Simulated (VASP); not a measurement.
# SnSe2 (P-1) in VASP: a series of runs

SnSe2 is run at these levels: PBE; tasks: single point.

Everything below comes from runs of VASP 6.6.1. Logs are shortened: lines on timing, memory, paths and dates and some standing lists are left out, and cuts for length are marked.

**1. The cell of the first run**

The typed cell holds 3 atoms: a = 3.871 Å, b = 3.872 Å, c = 7.872 Å, α = 78.44°, β = 76.29°, γ = 60.00°.

**2. Single point, PBE (32.94 Å³/atom)**

File INCAR:

```
ALGO = Normal ; EDIFF = 1E-7
ENCUT = 520 ; GGA = PE
ISIF = 2 ; ISMEAR = 0
LASPH = T ; LCHARG = F
LREAL = F ; LWAVE = F
NBANDS = 20 ; NELM = 60
PREC = Accurate ; SIGMA = 0.02
```

File KPOINTS:

```
k-points
0
Gamma
  8 8 4
```

File POSCAR:

```
SnSe2
1.0
    3.8714502002      0.0031553544     -0.0027590948
    1.9330824148      3.3545967487      0.0257157392
    1.8704386055      0.6839131081      7.6158059108
Sn Se
1 2
Direct
    0.0000000000      0.0000000000      0.0000000000
    0.7443762526      0.7130634567      0.7905324951
    0.2556237474      0.2869365433      0.2094675049
```

Potentials or basis: VASP PAW PBE potentials, release 64 (Sn_d, Se).

Started as:

```
$ cat potpaw_PBE.64/Sn_d/POTCAR potpaw_PBE.64/Se/POTCAR > POTCAR
$ mpirun -np 1 vasp_std > vasp.out
```

OUTCAR:

```text
EDIFF = 1E-7
   ENCUT = 520
   GGA = PE
   ISIF = 2
   ISMEAR = 0
   LASPH = T
   LREAL = F
   NELM = 60
   PREC = Accurate

 ion  position               nearest neighbor table
   1  0.000  0.000  0.000-   2 2.75   3 2.75   2 2.75   3 2.75   2 2.75   3 2.75
   2  0.744  0.713  0.791-   1 2.75   1 2.75   1 2.75
   3  0.256  0.287  0.209-   1 2.75   1 2.75   1 2.75

  Warning from LATTYP: Got some problem with cell dimensions!
  Tried to take original basis but could not verify dimensions!
  LATTYP: Found a triclinic cell.
 ALAT       =     3.8717939341
 B/A-ratio  =     0.9999118071
 C/A-ratio  =     2.0782321026
 COS(alpha) =     0.0087280014
 COS(beta)  =     0.2851923122
 COS(gamma) =     0.4999741951

  Lattice vectors:

 A1 = (   1.9330824148,   3.3545967487,   0.0257157392)
 A2 = (   3.8714502002,   0.0031553544,  -0.0027590948)
 A3 = (   0.0626438093,   2.6706836406,  -7.5900901716)

Analysis of symmetry for initial positions (statically):
=====================================================================
 Subroutine PRICEL returns:
 Original cell was already a primitive cell.

 Routine SETGRP: Setting up the symmetry group for a
 triclinic supercell.

 Subroutine GETGRP returns: Found  2 space group operations
 (whereof  2 operations were pure point group operations)
 out of a pool of  2 trial point group operations.

The static configuration has the point symmetry S_2 .

Analysis of symmetry for dynamics (positions and initial velocities):
=====================================================================
 Subroutine PRICEL returns:
 Original cell was already a primitive cell.

 Routine SETGRP: Setting up the symmetry group for a
 triclinic supercell.

 Subroutine GETGRP returns: Found  2 space group operations
 (whereof  2 operations were pure point group operations)
 out of a pool of  2 trial point group operations.

The dynamic configuration has the point symmetry S_2 .

 Subroutine INISYM returns: Found  2 space group operations
 (whereof  2 operations are pure point group operations),
 and found     1 'primitive' translations

----------------------------------------------------------------------------------------

                                     Primitive cell

  volume of cell :      98.8069

  direct lattice vectors                    reciprocal lattice vectors
     3.871450200  0.003155354 -0.002759095     0.258386459 -0.148510657 -0.050123077
     1.933082415  3.354596749  0.025715739    -0.000262305  0.298454539 -0.026737334
     1.870438605  0.683913108  7.615805911     0.000094495 -0.001061573  0.131377990

  length of vectors
     3.871452469  3.871793934  7.871897953     0.302210689  0.299649906  0.131382313

  position of ions in fractional coordinates (direct lattice)
     0.000000000  0.000000000  0.000000000
     0.744376253  0.713063457  0.790532495
     0.255623747  0.286936543  0.209467505

  ion indices of the primitive-cell ions
   primitive index   ion index
                 1           1
                 2           2
                 3           3

----------------------------------------------------------------------------------------

 KPOINTS: k-points

Automatic generation of k-mesh.
 Grid dimensions read from file:
 generate k-points for:    8    8    4

 Generating k-lattice:

  Cartesian coordinates                     Fractional coordinates (reciprocal lattice)
     0.032298307 -0.018563832 -0.006265385     0.125000000 -0.000000000 -0.000000000
    -0.000032788  0.037306817 -0.003342167     0.000000000  0.125000000 -0.000000000
     0.000023624 -0.000265393  0.032844498     0.000000000  0.000000000  0.250000000

  Length of vectors
     0.037776336  0.037456238  0.032845578

  Shift w.r.t. Gamma in fractional coordinates (k-lattice)
     0.000000000  0.000000000  0.000000000

 Subroutine IBZKPT returns following result:
 ===========================================

 Found    132 irreducible k-points:

 Following reciprocal coordinates:
            Coordinates               Weight
  0.000000  0.000000  0.000000      1.000000
  0.125000 -0.000000  0.000000      2.000000
  0.250000 -0.000000  0.000000      2.000000
  0.375000 -0.000000  0.000000      2.000000
  0.500000 -0.000000  0.000000      1.000000
  0.000000  0.125000  0.000000      2.000000
[... 16 lines left out ...]
  0.125000  0.375000  0.000000      2.000000
  0.250000  0.375000  0.000000      2.000000
 [... further k-points ...]
   k-points           NKPTS =    132   k-points in BZ     NKDIM =    132   number of bands    NBANDS=     20
   number of dos      NEDOS =    301   number of ions     NIONS =      3
   total plane-waves  NPLWV =  54000
   dimension x,y,z NGX =    30 NGY =   30 NGZ =   60
   dimension x,y,z NGXF=    60 NGYF=   60 NGZF=  120
   ions per type =               1   2
   NGX,Y,Z   is equivalent  to a cutoff of  12.88, 12.88, 12.67 a.u.
   NGXF,Y,Z  is equivalent  to a cutoff of  25.76, 25.76, 25.34 a.u.
 SYSTEM =  unknown system
   PREC   = accura    normal or accurate (medium, high low for compatibility)
   ISTART =      0    job   : 0-new  1-cont  2-samecut
   ICHARG =      2    charge: 1-file 2-atom 10-const
   ISPIN  =      1    spin polarized calculation?
   LNONCOLLINEAR =      F non collinear calculations
   LSORBIT =      F    spin-orbit coupling
   LASPH  =      T    aspherical Exc in radial PAW
   ENCUT  =  520.0 eV  38.22 Ry    6.18 a.u.   7.20  7.20 14.64*2*pi/ulx,y,z
   NELM   =     60;   NELMIN=  2; NELMDL= -5     # of ELM steps
   EDIFF  = 0.1E-06   stopping-criterion for ELM
   LREAL  =      F    real-space projection
   EDIFFG = 0.1E-05   stopping-criterion for IOM
   NSW    =      0    number of steps for IOM
   IBRION =     -1    ionic relax: 0-MD 1-quasi-New 2-CG
   NFREE  =      0    steps in history (QN), initial steepest desc. (CG)
   ISIF   =      2    stress and relaxation
   ISYM   =      2    0-nonsym 1-usesym 2-fastsym
   POTIM  = 0.5000    time-step for ionic-motion
   TEBEG  =    0.0;   TEEND  =   0.0 temperature during run
   PSTRESS=    0.0 pullay stress
   NELECT =      26.0000    total number of electrons
   NUPDOWN=      -1.0000    fix difference up-down
   EMIN   =  10.00;   EMAX   =-10.00  energy-range for DOS
   EFERMI =   0.00;   METHOD = LEGACY
   ISMEAR =     0;   SIGMA  =   0.02  broadening in eV -4-tet -1-fermi 0-gaus
   EFERMI_NEDOS =   21; number of points for ismear=-14 and -15
   IALGO  =     38    algorithm
   IMIX   =      4    mixing-type and parameters
     AMIX     =   0.40;   BMIX     =  1.00
     AMIX_MAG =   1.60;   BMIX_MAG =  1.00
  volume/ion in A,a.u.               =      32.94       222.26
  Fermi-wavevector in a.u.,A,eV,Ry     =   1.049068  1.982450 14.973795  1.100543
  Thomas-Fermi vector in A             =   2.184015
   LORBIT       =      0    0 simple, 1 ext, 2 COOP (PROOUT), +10 PAW based schemes
   GGA     = PE    functional components
   LHFCALC =     F    Hartree Fock is set to
   AEXX    =    0.0000 exact exchange contribution
   IVDW    =     0    specifies the selected vdW correction
   LEPSILON=     F    determine dielectric tensor
   LRPA    =     F    only Hartree local field effects (RPA)
 non-spin polarized calculation
 Gauss-broadening in eV      SIGMA  =   0.02
  energy-cutoff  :      520.00
  volume of cell :       98.81
 maximum number of plane-waves:      2683
 NGX is ok and might be reduce to    30
   NGX = 15   NGY = 15   NGZ = 29

 number of electron      26.0000001 magnetization

 Free energy of the ion-electron system (eV)
  ---------------------------------------------------
  ext. energy  EPLUGINS =         0.00000000
  ---------------------------------------------------
  free energy    TOTEN  =       -11.86910654 eV

  energy without entropy =      -11.86910654  energy(sigma->0) =      -11.86910654

 E-fermi :   1.9953     XC(G=0):  -8.0774

 val. band max:        1.8405330132   @ k =  -0.1250  -0.1250   0.2500
 cond. band min:       2.5297532695   @ k =   0.5000  -0.0000   0.5000
 fundamental gap:      0.6892202563
 Fermi energy:         1.9953142944

 k-point     1 :       0.0000    0.0000    0.0000
  band No.  band energies     occupation
      1     -19.2772      2.00000
      2     -19.2772      2.00000
      3     -19.2449      2.00000
      4     -19.2357      2.00000
      5     -19.2357      2.00000
      6     -11.4917      2.00000
[... 12 lines left out ...]
     19      10.5415      0.00000
     20      10.6189      0.00000

 k-point     2 :       0.1250   -0.0000    0.0000
  band No.  band energies     occupation
      1     -19.2823      2.00000
      2     -19.2723      2.00000
      3     -19.2417      2.00000
      4     -19.2386      2.00000
      5     -19.2354      2.00000
      6     -11.3505      2.00000
[... 12 lines left out ...]
     19       9.6245      0.00000
     20      10.6349      0.00000

 k-point     3 :       0.2500   -0.0000    0.0000
  band No.  band energies     occupation
      1     -19.2967      2.00000
      2     -19.2628      2.00000
      3     -19.2470      2.00000
      4     -19.2321      2.00000
      5     -19.2306      2.00000
      6     -10.9542      2.00000
[... 12 lines left out ...]
     19       9.3409      0.00000
     20      10.7981      0.00000

 k-point     4 :       0.3750   -0.0000    0.0000
  band No.  band energies     occupation
      1     -19.3126      2.00000
      2     -19.2582      2.00000
      3     -19.2532      2.00000
      4     -19.2239      2.00000
      5     -19.2202      2.00000
      6     -10.4137      2.00000
[... 429 lines left out ...]
 k-point    23 :       0.1250    0.3750    0.0000
  band No.  band energies     occupation
      1     -19.3024      2.00000
      2     -19.2640      2.00000
      3     -19.2481      2.00000
      4     -19.2330      2.00000
      5     -19.2210      2.00000
      6     -10.6047      2.00000
[... 12 lines left out ...]
     19       9.5102      0.00000
     20      10.1706      0.00000

 k-point    24 :       0.2500    0.3750    0.0000
  band No.  band energies     occupation
      1     -19.3024      2.00000
      2     -19.2640      2.00000
      3     -19.2481      2.00000
      4     -19.2330      2.00000
      5     -19.2210      2.00000
      6     -10.6043      2.00000
[... 12 lines left out ...]
     19       9.9089      0.00000
     20      10.4021      0.00000

 [... further k-points ...]

------------------------ aborting loop because EDIFF is reached ----------------------------------------

  FORCE on cell =-STRESS in cart. coord.  units (eV):
  Direction    XX          YY          ZZ          XY          YZ          ZX
  --------------------------------------------------------------------------------------
  -------------------------------------------------------------------------------------
  Total       -0.0063443     -0.0054716      0.0050851     -0.0006327      0.0003350     -0.0009755
  in kB       -0.1028746     -0.0887236      0.0824554     -0.0102590      0.0054328     -0.0158183
  external PRESSURE =      -0.0363809 kB  Pullay stress =       0.0000000 kB

 VOLUME and BASIS-vectors are now :
 -----------------------------------------------------------------------------
  energy-cutoff  :      520.00
  volume of cell :       98.81
      direct lattice vectors                 reciprocal lattice vectors
     3.871450200  0.003155354 -0.002759095     0.258386459 -0.148510657 -0.050123077
     1.933082415  3.354596749  0.025715739    -0.000262305  0.298454539 -0.026737334
     1.870438605  0.683913108  7.615805911     0.000094495 -0.001061573  0.131377990

 POSITION                                       TOTAL-FORCE (eV/Angst)
 -----------------------------------------------------------------------------------
      0.00000      0.00000      0.00000         0.000000     -0.000000      0.000000
      5.73887      2.93504      6.03683         0.000105      0.000437     -0.011956
      1.93610      1.10662      1.60194        -0.000105     -0.000437      0.011956
 -----------------------------------------------------------------------------------
    total drift:                               -0.000000      0.000000      0.000000

  FREE ENERGIE OF THE ION-ELECTRON SYSTEM (eV)
  ---------------------------------------------------
  free  energy   TOTEN  =       -11.8691065368 eV

  energy  without entropy=      -11.8691065368  energy(sigma->0) =      -11.86910654
```

Wall time 2.6 min (1 thread of AMD EPYC 9R45 (Zen 5), shared host); peak memory 0.37 GiB.

What came out:

```yaml
Free_energy: -11.8691 eV
Pressure: 0.0 GPa
Largest_force: 0.012 eV/Å
Band_gap_on_the_k_mesh: 0.69 eV (least direct gap 1.00 eV)
```

Forces on the atoms (eV/Å):
```
Sn   0.000  0.000  0.000
Se   0.000  0.000 -0.012
Se   0.000  0.000  0.012
```

Levels at points of the mesh, in eV from the valence-band top:
```tsv
k point	band 10	band 11	band 12	band 13	band 14	band 15	band 16	band 17
(0.00, 0.00, 0.00)	-0.47	-0.47	-0.10	-0.10	1.22	3.06	4.54	4.55
(0.50, 0.00, 0.00)	-2.21	-2.15	-0.79	-0.34	0.86	4.11	5.62	5.77
(0.00, 0.50, 0.00)	-2.26	-2.15	-0.76	-0.34	0.87	4.05	5.77	5.78
(0.50, 0.50, 0.00)	-2.20	-2.16	-0.53	-0.31	0.69	3.95	5.42	5.49
(0.00, 0.00, 0.50)	-0.48	-0.48	-0.09	-0.09	1.78	3.01	4.55	4.56
(0.50, 0.00, 0.50)	-2.19	-2.16	-0.53	-0.31	0.69	3.97	5.38	5.49
(0.00, 0.50, 0.50)	-2.16	-2.15	-0.57	-0.31	0.69	4.04	5.24	5.51
(0.50, 0.50, 0.50)	-2.20	-2.15	-0.80	-0.34	0.86	4.13	5.57	5.77
```

Caveat: spin-orbit coupling is left out, which moves the levels of the heavy elements. A k mesh can miss the band edges.

**3. Single point, PBE (33.89 Å³/atom)**

This run uses another cell than the first one, of 33.89 Å³/atom.

File INCAR:

```
SYSTEM = SnSe2
  PREC = Accurate
  ENCUT = 520
  EDIFF = 1E-6
  ISMEAR = 0
  SIGMA = 0.02
  LREAL = .FALSE.
  LASPH = .TRUE.
  NELM = 100
  ALGO = Normal
  ISIF = 2
  LWAVE = .FALSE.
  LCHARG = .FALSE.
  GGA = PE
  NBANDS = 20
```

File KPOINTS:

```
regular mesh
0
G
  8 8 4
  0 0 0
```

File POSCAR:

```
SnSe2
1.0
    3.8717996050      0.0031235652     -0.0029584766
    1.9332278201      3.3547091062      0.0255790990
    1.8703682920      0.6820565286      7.8363784695
Sn Se
1 2
Direct
    0.0000000000      0.0000000000      0.0000000000
    0.7421505881      0.7117787775      0.7964343786
    0.2578494119      0.2882212225      0.2035656214
```

Potentials or basis: VASP PAW PBE potentials, release 64 (Sn_d, Se).

Started as:

```
$ cat potpaw_PBE.64/Sn_d/POTCAR potpaw_PBE.64/Se/POTCAR > POTCAR
$ mpirun -np 1 vasp_std > vasp.out
```

Run time: 2.3 min. Hardware: 1 thread of AMD EPYC 9R45 (Zen 5), shared host; peak memory 0.37 GiB.

The run converged. Its results:

```
Free energy            : -11.8683 eV
Pressure               : 0.0 GPa
Largest force          : 0.011 eV/Å
Band gap on the k mesh : 0.71 eV (least direct gap 1.02 eV)
```

Forces on the atoms (eV/Å):
```
Sn   0.000  0.000  0.000
Se   0.000  0.000 -0.011
Se   0.000  0.000  0.011
```

Levels at points of the mesh, in eV from the valence-band top:
| k point | band 9 | band 10 | band 11 | band 12 | band 13 | band 14 | band 15 | band 16 | band 17 | band 18 |
| --- | --- | --- | --- | --- | --- | --- | --- | --- | --- | --- |
| (0.00, 0.00, 0.00) | -0.82 | -0.47 | -0.47 | -0.10 | -0.09 | 1.26 | 3.06 | 4.55 | 4.56 | 6.33 |
| (0.50, 0.00, 0.00) | -4.21 | -2.21 | -2.15 | -0.75 | -0.33 | 0.85 | 4.11 | 5.58 | 5.76 | 5.92 |
| (0.00, 0.50, 0.00) | -4.20 | -2.23 | -2.15 | -0.73 | -0.33 | 0.85 | 4.06 | 5.72 | 5.76 | 5.90 |
| (0.50, 0.50, 0.00) | -4.23 | -2.20 | -2.16 | -0.56 | -0.31 | 0.72 | 3.98 | 5.41 | 5.53 | 5.68 |
| (0.00, 0.00, 0.50) | -1.22 | -0.48 | -0.47 | -0.09 | -0.09 | 1.73 | 3.01 | 4.55 | 4.56 | 6.56 |
| (0.50, 0.00, 0.50) | -4.23 | -2.19 | -2.16 | -0.56 | -0.31 | 0.71 | 3.99 | 5.38 | 5.53 | 5.68 |
| (0.00, 0.50, 0.50) | -4.24 | -2.16 | -2.16 | -0.59 | -0.31 | 0.72 | 4.05 | 5.26 | 5.55 | 5.67 |
| (0.50, 0.50, 0.50) | -4.21 | -2.20 | -2.15 | -0.76 | -0.33 | 0.84 | 4.12 | 5.54 | 5.76 | 5.92 |

Caveat: spin-orbit coupling is left out, which moves the levels of the heavy elements. A k mesh can miss the band edges.
